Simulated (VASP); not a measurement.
Runs of VASP 6.6.1 on Ti. It takes space group Im-3m (No. 229, cubic). Conventional cell: a = 3.273 Å, b = 3.273 Å, c = 3.273 Å, α = 90.00°, β = 90.00°, γ = 90.00°. Within 3.7 Å of Ti (site symmetry m-3m) lie 14 Ti at 2.83 to 3.27 Å. This isn't the form of Ti at room conditions, which is hcp.

| fixed moment (μB) | pressure (GPa) | moment (μB) |
| --- | --- | --- |
| 0.75 | -4.8 | 0.75 |
| 0.875 | (a) | 0.88 |
| 0.5 | -5.5 | 0.50 |
| 0.125 | -6.1 | 0.12 |

Alike in all rows: task single point; level PBEsol; potentials or basis VASP PAW PBE potentials, release 64 (Ti_sv); spin collinear; cell as given; k mesh 22 × 22 × 22; cutoff (eV) 520; smearing gaussian 0.15 eV.

Task: Estimate the missing entries.

Result: (a) -4.4.

Caveats: the cell stands under tension; the PAW data sets were made with another functional, which shifts forces and pressure a little; the total moment is fixed, so each spin has its own Fermi level and the state may be an excited one.
